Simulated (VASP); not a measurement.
Write the native input for VASP 6.6.1 that does the following.

| Property | Result |
| --- | --- |
| Task | single point |
| Functional | PBE |
| Potentials or basis | VASP PAW PBE potentials, release 64 (Tl_d) |
| Cutoff | 520 eV |
| k mesh | 17 × 17 × 9 |
| Occupations | fermi-dirac, width 0.1 eV |
| Spin | no spin polarisation |
| Dipole correction | no |
| Further INCAR settings | ALGO = Normal; EDIFF = 1e-06; NBANDS = 20 |

The structure of Tl lies in POSCAR:

```
Tl
1.0
    3.6835775815      0.0000000000      0.0000000000
   -1.8417887907      3.1900717623      0.0000000000
    0.0000000000      0.0000000000      5.7885496316
Tl
2
Direct
    0.3333333333      0.6666666667      0.2500000000
    0.6666666667      0.3333333333      0.7500000000
```

The input as run:

INCAR

```
PREC = Accurate ; ENCUT = 520
EDIFF = 1E-6 ; ISMEAR = -1
SIGMA = 0.1 ; LREAL = False
LASPH = True ; NELM = 60
ALGO = Normal ; ISIF = 2
LWAVE = False ; LCHARG = False
GGA = PE ; NBANDS = 20
```

KPOINTS

```
regular mesh
0
Gamma
  17 17 9
```

Potentials or basis: VASP PAW PBE potentials, release 64 (Tl_d).

Run with:

```bash
$ cat potpaw_PBE.64/Tl_d/POTCAR > POTCAR
$ mpirun -np 1 vasp_std > vasp.out
```

It gave:

| Property | Result |
| --- | --- |
| Pressure | -1.7 GPa |
| Band gap on the k mesh | zero (bands 13 and 14 overlap by 3.79 eV) |

Caveat: spin-orbit coupling is left out, which moves the levels of the heavy elements.

Wall time 4.1 min on 1 thread of Intel Xeon 8259CL (shared host), peak memory 0.31 GiB.
